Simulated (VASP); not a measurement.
# Al3B2N (P4/mmm) in VASP: a series of runs

Runs on Al3B2N. Level: PBE. Tasks: single point.

Program: VASP 6.6.1. These are calculated values, not measurements. Logs are shortened: lines on timing, memory, paths and dates and some standing lists are left out, and cuts for length are marked.

### 1 The cell of the first run

Symmetry: P4/mmm, No. 123, tetragonal system. The conventional cell has a = 4.309 Å, b = 4.309 Å, c = 4.127 Å, α = 90.00°, β = 90.00°, γ = 90.00°. Within 3.1 Å of Al (site symmetry 4/mmm) lie 4 B at 2.15 Å and 8 Al at 2.98 Å and 4 N at 3.05 Å. Within 2.7 Å of Al (site symmetry mmm) lie 2 B at 2.06 Å. Within 2.7 Å of B (site symmetry mmm) lie 4 Al at 2.06 to 2.15 Å and 2 N at 2.15 Å. N (site symmetry 4/mmm) has 4 B at 2.15 Å and 12 Al at 2.98 to 3.05 Å within 3.1 Å.

The cell was built from a structure type or drawn by symmetry, and may not be a known phase.

### 2 Single point, PBE

Contents of INCAR:

```
SYSTEM = Al3B2N
PREC = Accurate
ENCUT = 520
EDIFF = 1E-7
ISMEAR = 0
SIGMA = 0.1
LREAL = .FALSE.
LASPH = .TRUE.
NELM = 80
ALGO = Normal
ISIF = 2
LWAVE = .FALSE.
LCHARG = .FALSE.
GGA = PE
NBANDS = 19
```

Contents of KPOINTS:

```
Automatic mesh
0
G
  4 4 4
  0 0 0
```

Contents of POSCAR:

```
Al3B2N
1.0
    4.3085006842      0.0000000000      0.0000000000
    0.0000000000      4.3085006842      0.0000000000
    0.0000000000      0.0000000000      4.1272025571
Al B N
3 2 1
Direct
    0.0000000000      0.0000000000      0.0000000000
    0.0000000000      0.5000000000      0.5000000000
    0.5000000000      0.0000000000      0.5000000000
    0.0000000000      0.5000000000      0.0000000000
    0.5000000000      0.0000000000      0.0000000000
    0.5000000000      0.5000000000      0.0000000000
```

Potentials or basis: VASP PAW PBE potentials, release 64 (Al, B, N).

The run is started by

```
$ cat potpaw_PBE.64/Al/POTCAR potpaw_PBE.64/B/POTCAR potpaw_PBE.64/N/POTCAR > POTCAR
$ mpirun -np 1 vasp_std > vasp.out
```

OUTCAR:

```text
SYSTEM = Al3B2N
   PREC = Accurate
   ENCUT = 520
   EDIFF = 1E-7
   ISMEAR = 0
   LREAL = .FALSE.
   LASPH = .TRUE.
   NELM = 80
   ISIF = 2
   GGA = PE

 ion  position               nearest neighbor table
   1  0.000  0.000  0.000-   4 2.15   5 2.15   4 2.15   5 2.15   2 2.98   3 2.98   2 2.98   2 2.98
                             2 2.98   3 2.98   3 2.98   3 2.98
   2  0.000  0.500  0.500-   4 2.06   4 2.06   1 2.98   1 2.98   1 2.98   1 2.98   3 3.05   3 3.05
                             3 3.05   3 3.05
   3  0.500  0.000  0.500-   5 2.06   5 2.06   1 2.98   1 2.98   1 2.98   1 2.98   2 3.05   2 3.05
                             2 3.05   2 3.05
   4  0.000  0.500  0.000-   2 2.06   2 2.06   1 2.15   1 2.15
   5  0.500  0.000  0.000-   3 2.06   3 2.06   1 2.15   1 2.15
   6  0.500  0.500  0.000-

  LATTYP: Found a simple tetragonal cell.
 ALAT       =     4.3085006842
 C/A-ratio  =     0.9579208313

  Lattice vectors:

 A1 = (   4.3085006842,   0.0000000000,   0.0000000000)
 A2 = (   0.0000000000,   4.3085006842,   0.0000000000)
 A3 = (   0.0000000000,   0.0000000000,   4.1272025571)

Analysis of symmetry for initial positions (statically):
=====================================================================
 Subroutine PRICEL returns:
 Original cell was already a primitive cell.

 Routine SETGRP: Setting up the symmetry group for a
 simple tetragonal supercell.

 Subroutine GETGRP returns: Found 16 space group operations
 (whereof 16 operations were pure point group operations)
 out of a pool of 16 trial point group operations.

The static configuration has the point symmetry D_4h.

Analysis of symmetry for dynamics (positions and initial velocities):
=====================================================================
 Subroutine PRICEL returns:
 Original cell was already a primitive cell.

 Routine SETGRP: Setting up the symmetry group for a
 simple tetragonal supercell.

 Subroutine GETGRP returns: Found 16 space group operations
 (whereof 16 operations were pure point group operations)
 out of a pool of 16 trial point group operations.

The dynamic configuration has the point symmetry D_4h.

 Subroutine INISYM returns: Found 16 space group operations
 (whereof 16 operations are pure point group operations),
 and found     1 'primitive' translations

----------------------------------------------------------------------------------------

                                     Primitive cell

  volume of cell :      76.6140

  direct lattice vectors                    reciprocal lattice vectors
     4.308500684  0.000000000  0.000000000     0.232099302  0.000000000  0.000000000
     0.000000000  4.308500684  0.000000000     0.000000000  0.232099302  0.000000000
     0.000000000  0.000000000  4.127202557     0.000000000  0.000000000  0.242294868

  length of vectors
     4.308500684  4.308500684  4.127202557     0.232099302  0.232099302  0.242294868

  position of ions in fractional coordinates (direct lattice)
     0.000000000  0.000000000  0.000000000
     0.000000000  0.500000000  0.500000000
     0.500000000  0.000000000  0.500000000
     0.000000000  0.500000000  0.000000000
     0.500000000  0.000000000  0.000000000
     0.500000000  0.500000000  0.000000000

  ion indices of the primitive-cell ions
   primitive index   ion index
                 1           1
                 2           2
                 3           3
                 4           4
                 5           5
                 6           6

----------------------------------------------------------------------------------------

 KPOINTS: Automatic mesh

Automatic generation of k-mesh.
 Grid dimensions read from file:
 generate k-points for:    4    4    4

 Generating k-lattice:

  Cartesian coordinates                     Fractional coordinates (reciprocal lattice)
     0.058024825  0.000000000  0.000000000     0.250000000  0.000000000  0.000000000
     0.000000000  0.058024825  0.000000000     0.000000000  0.250000000  0.000000000
     0.000000000  0.000000000  0.060573717     0.000000000  0.000000000  0.250000000

  Length of vectors
     0.058024825  0.058024825  0.060573717

  Shift w.r.t. Gamma in fractional coordinates (k-lattice)
     0.000000000  0.000000000  0.000000000

 Subroutine IBZKPT returns following result:
 ===========================================

 Found     18 irreducible k-points:

 Following reciprocal coordinates:
            Coordinates               Weight
  0.000000  0.000000  0.000000      1.000000
  0.250000  0.000000  0.000000      4.000000
  0.500000  0.000000  0.000000      2.000000
  0.250000  0.250000  0.000000      4.000000
  0.500000  0.250000  0.000000      4.000000
  0.500000  0.500000  0.000000      1.000000
[... 10 lines left out ...]
  0.500000  0.250000  0.500000      4.000000
  0.500000  0.500000  0.500000      1.000000
   k-points           NKPTS =     18   k-points in BZ     NKDIM =     18   number of bands    NBANDS=     19
   number of dos      NEDOS =    301   number of ions     NIONS =      6
   total plane-waves  NPLWV =  32768
   dimension x,y,z NGX =    32 NGY =   32 NGZ =   32
   dimension x,y,z NGXF=    64 NGYF=   64 NGZF=   64
   ions per type =               3   2   1
   NGX,Y,Z   is equivalent  to a cutoff of  12.35, 12.35, 12.89 a.u.
   NGXF,Y,Z  is equivalent  to a cutoff of  24.69, 24.69, 25.78 a.u.
 SYSTEM =  Al3B2N
   PREC   = accura    normal or accurate (medium, high low for compatibility)
   ISTART =      0    job   : 0-new  1-cont  2-samecut
   ICHARG =      2    charge: 1-file 2-atom 10-const
   ISPIN  =      1    spin polarized calculation?
   LNONCOLLINEAR =      F non collinear calculations
   LSORBIT =      F    spin-orbit coupling
   LASPH  =      T    aspherical Exc in radial PAW
   ENCUT  =  520.0 eV  38.22 Ry    6.18 a.u.   8.01  8.01  7.67*2*pi/ulx,y,z
   NELM   =     80;   NELMIN=  2; NELMDL= -5     # of ELM steps
   EDIFF  = 0.1E-06   stopping-criterion for ELM
   LREAL  =      F    real-space projection
   EDIFFG = 0.1E-05   stopping-criterion for IOM
   NSW    =      0    number of steps for IOM
   IBRION =     -1    ionic relax: 0-MD 1-quasi-New 2-CG
   NFREE  =      0    steps in history (QN), initial steepest desc. (CG)
   ISIF   =      2    stress and relaxation
   ISYM   =      2    0-nonsym 1-usesym 2-fastsym
   POTIM  = 0.5000    time-step for ionic-motion
   TEBEG  =    0.0;   TEEND  =   0.0 temperature during run
   PSTRESS=    0.0 pullay stress
   NELECT =      20.0000    total number of electrons
   NUPDOWN=      -1.0000    fix difference up-down
   EMIN   =  10.00;   EMAX   =-10.00  energy-range for DOS
   EFERMI =   0.00;   METHOD = LEGACY
   ISMEAR =     0;   SIGMA  =   0.10  broadening in eV -4-tet -1-fermi 0-gaus
   EFERMI_NEDOS =   21; number of points for ismear=-14 and -15
   IALGO  =     38    algorithm
   IMIX   =      4    mixing-type and parameters
     AMIX     =   0.40;   BMIX     =  1.00
     AMIX_MAG =   1.60;   BMIX_MAG =  1.00
  volume/ion in A,a.u.               =      12.77        86.17
  Fermi-wavevector in a.u.,A,eV,Ry     =   1.046282  1.977186 14.894382  1.094706
  Thomas-Fermi vector in A             =   2.181114
   LORBIT       =      0    0 simple, 1 ext, 2 COOP (PROOUT), +10 PAW based schemes
   GGA     = PE    functional components
   LHFCALC =     F    Hartree Fock is set to
   AEXX    =    0.0000 exact exchange contribution
   IVDW    =     0    specifies the selected vdW correction
   LEPSILON=     F    determine dielectric tensor
   LRPA    =     F    only Hartree local field effects (RPA)
 non-spin polarized calculation
 Gauss-broadening in eV      SIGMA  =   0.10
  energy-cutoff  :      520.00
  volume of cell :       76.61
 maximum number of plane-waves:      2088
   NGX = 17   NGY = 17   NGZ = 15

 number of electron      20.0000000 magnetization

 Free energy of the ion-electron system (eV)
  ---------------------------------------------------
  ext. energy  EPLUGINS =         0.00000000
  ---------------------------------------------------
  free energy    TOTEN  =       -26.86527207 eV

  energy without entropy =      -26.84518618  energy(sigma->0) =      -26.85522913

 E-fermi :   6.4077     XC(G=0): -10.4097

 val. band max:        6.3897445521   @ k =   0.5000   0.2500   0.0000
 cond. band min:       6.4209968869   @ k =   0.5000   0.0000   0.0000
 fundamental gap:      0.0312523348
 Fermi energy:         6.4077419277

 k-point     1 :       0.0000    0.0000    0.0000
  band No.  band energies     occupation
      1      -8.0147      2.00000
      2      -2.5597      2.00000
      3       0.2208      2.00000
      4       0.8128      2.00000
      5       0.8128      2.00000
      6       1.4954      2.00000
[... 11 lines left out ...]
     18      12.0632      0.00000
     19      13.1851      0.00000

 k-point     2 :       0.2500    0.0000    0.0000
  band No.  band energies     occupation
      1      -7.8067      2.00000
      2      -3.1903      2.00000
      3      -0.8414      2.00000
      4       1.1773      2.00000
      5       1.8802      2.00000
      6       3.1005      2.00000
[... 11 lines left out ...]
     18      12.4762      0.00000
     19      13.2223      0.00000

 k-point     3 :       0.5000    0.0000    0.0000
  band No.  band energies     occupation
      1      -7.5488      2.00000
      2      -3.9103      2.00000
      3      -0.8759      2.00000
      4       1.8403      2.00000
      5       2.7361      2.00000
      6       3.0198      2.00000
[... 11 lines left out ...]
     18      13.1776      0.00000
     19      13.1964      0.00000

 k-point     4 :       0.2500    0.2500    0.0000
  band No.  band energies     occupation
      1      -7.6209      2.00000
      2      -3.1397      2.00000
      3      -1.9406      2.00000
      4       1.3880      2.00000
      5       2.2563      2.00000
      6       2.7890      2.00000
[... 11 lines left out ...]
     18      12.8047      0.00000
     19      14.5195      0.00000

 k-point     5 :       0.5000    0.2500    0.0000
  band No.  band energies     occupation
      1      -7.3973      2.00000
      2      -3.5082      2.00000
      3      -2.0072      2.00000
      4       0.3648      2.00000
      5       3.1013      2.00000
      6       3.3751      2.00000
[... 11 lines left out ...]
     18      12.8293      0.00000
     19      14.9417      0.00000
[... 202 lines left out ...]
      2      -2.8764      2.00000
      3      -0.4783      2.00000
      4      -0.4185      2.00000
      5       0.2619      2.00000
      6       2.1573      2.00000
[... 11 lines left out ...]
     18      13.7473      0.00000
     19      14.9518      0.00000

 k-point    16 :       0.2500    0.2500    0.5000
  band No.  band energies     occupation
      1      -7.3904      2.00000
      2      -2.0892      2.00000
      3      -1.3598      2.00000
      4      -1.1037      2.00000
      5       1.6012      2.00000
      6       2.3820      2.00000
[... 11 lines left out ...]
     18      12.4369      0.00000
     19      13.8277      0.00000

 k-point    17 :       0.5000    0.2500    0.5000
  band No.  band energies     occupation
      1      -7.2301      2.00000
      2      -2.5086      2.00000
      3      -1.1077      2.00000
      4      -0.0547      2.00000
      5      -0.0113      2.00000
      6       1.3554      2.00000
[... 11 lines left out ...]
     18      13.7095      0.00000
     19      15.1079      0.00000

 k-point    18 :       0.5000    0.5000    0.5000
  band No.  band energies     occupation
      1      -7.0988      2.00000
      2      -1.8816      2.00000
      3      -1.8816      2.00000
      4      -0.0534      2.00000
      5       0.7436      2.00000
      6       0.7436      2.00000
[... 11 lines left out ...]
     18      15.0986      0.00000
     19      15.0986      0.00000

------------------------ aborting loop because EDIFF is reached ----------------------------------------

  FORCE on cell =-STRESS in cart. coord.  units (eV):
  Direction    XX          YY          ZZ          XY          YZ          ZX
  --------------------------------------------------------------------------------------
  -------------------------------------------------------------------------------------
  Total       -0.1608036     -0.1608036     -0.0727154      0.0000000     -0.0000000      0.0000000
  in kB       -3.3627780     -3.3627780     -1.5206491      0.0000000     -0.0000000      0.0000000
  external PRESSURE =      -2.7487350 kB  Pullay stress =       0.0000000 kB

 VOLUME and BASIS-vectors are now :
 -----------------------------------------------------------------------------
  energy-cutoff  :      520.00
  volume of cell :       76.61
      direct lattice vectors                 reciprocal lattice vectors
     4.308500684  0.000000000  0.000000000     0.232099302  0.000000000  0.000000000
     0.000000000  4.308500684  0.000000000     0.000000000  0.232099302  0.000000000
     0.000000000  0.000000000  4.127202557     0.000000000  0.000000000  0.242294868

 POSITION                                       TOTAL-FORCE (eV/Angst)
 -----------------------------------------------------------------------------------
      0.00000      0.00000      0.00000         0.000000      0.000000      0.000000
      0.00000      2.15425      2.06360         0.000000      0.000000      0.000000
      2.15425      0.00000      2.06360         0.000000      0.000000      0.000000
      0.00000      2.15425      0.00000         0.000000      0.000000      0.000000
      2.15425      0.00000      0.00000         0.000000      0.000000      0.000000
      2.15425      2.15425      0.00000         0.000000      0.000000      0.000000
 -----------------------------------------------------------------------------------
    total drift:                                0.000000     -0.000000     -0.000000

  FREE ENERGIE OF THE ION-ELECTRON SYSTEM (eV)
  ---------------------------------------------------
  free  energy   TOTEN  =       -26.8652720701 eV

  energy  without entropy=      -26.8451861817  energy(sigma->0) =      -26.85522913
```

Run time: 34 s. Hardware: 1 thread of Intel Xeon 8259CL, shared host; peak memory 0.18 GiB.

Results:

```yaml
Free_energy: -26.8653 eV
Pressure: -0.3 GPa
Band_gap_on_the_k_mesh: zero (bands 10 and 11 overlap by 1.06 eV)
```

Stress tensor (GPa, compression positive):
```
-0.34  0.00  0.00
 0.00 -0.34  0.00
 0.00  0.00 -0.15
```

Caveat: the k points lie up to 0.38 Å⁻¹ apart, too coarse for converged energies and pressures of a metal.

### 3 Single point, PBE

This run uses another cell than the first one, of the same volume but with other edges.

Contents of INCAR:

```
PREC     = Accurate       # precision mode
ENCUT    = 520            # plane-wave cutoff, eV
EDIFF    = 1E-7           # SCF threshold, eV
ISMEAR   = 0              # smearing method
SIGMA    = 0.1            # smearing width, eV
LREAL    = False          # projectors in reciprocal space
LASPH    = True           # aspherical terms in the spheres
NELM     = 60             # most SCF steps
ALGO     = Normal         # electronic algorithm
ISIF     = 2              # what is computed and relaxed
LWAVE    = False          # write WAVECAR
LCHARG   = False          # write CHGCAR
GGA      = PE             # functional
NBANDS   = 19             # bands
```

Contents of KPOINTS:

```
regular mesh
0
Gamma
  6 6 2
```

Changes to POSCAR since step 2:

```diff
@@ -2,5 +2,5 @@
 1.0
-    4.3085006842      0.0000000000      0.0000000000
-    0.0000000000      4.3085006842      0.0000000000
-    0.0000000000      0.0000000000      4.1272025571
+    4.2406180314      0.0000000000      0.0000000000
+    0.0000000000      4.2406180314      0.0000000000
+    0.0000000000      0.0000000000      4.2532428194
 Al B N
```

Potentials or basis: VASP PAW PBE potentials, release 64 (Al, B, N).

The run is started by

```
$ cat potpaw_PBE.64/Al/POTCAR potpaw_PBE.64/B/POTCAR potpaw_PBE.64/N/POTCAR > POTCAR
$ mpirun -np 1 vasp_std > vasp.out
```

Run time: 31 s. Hardware: 1 thread of Intel Xeon 8259CL, shared host; peak memory 0.18 GiB.

Results (log left out):

| Item | Value |
| --- | --- |
| Free energy | -26.8929 eV |
| Pressure | -0.1 GPa |
| Band gap on the k mesh | zero (bands 10 and 11 overlap by 1.09 eV) |

Levels at points of the mesh, in eV from the Fermi level:
```
           k point  band 7  band 8  band 9  band 10  band 11  band 12  band 13  band 14
(0.00, 0.00, 0.00)   -2.49   -0.73   -0.73    -0.54     0.35     2.08     2.85     2.85
(0.50, 0.00, 0.00)   -2.80   -2.78   -1.32    -1.12     0.42     1.33     3.07     3.71
(0.50, 0.50, 0.00)   -1.79   -1.10   -0.53    -0.53     0.48     1.36     1.99     2.13
(0.00, 0.00, 0.50)   -2.46   -1.07   -0.31    -0.31    -0.03    -0.03     3.06     4.00
(0.50, 0.00, 0.50)   -2.16   -1.94   -0.61     0.77     0.82     1.48     2.32     2.80
(0.50, 0.50, 0.50)   -3.90   -3.79    0.99     0.99     2.16     2.48     2.53     4.15
```

Caveat: the k points lie up to 0.74 Å⁻¹ apart, too coarse for converged energies and pressures of a metal.
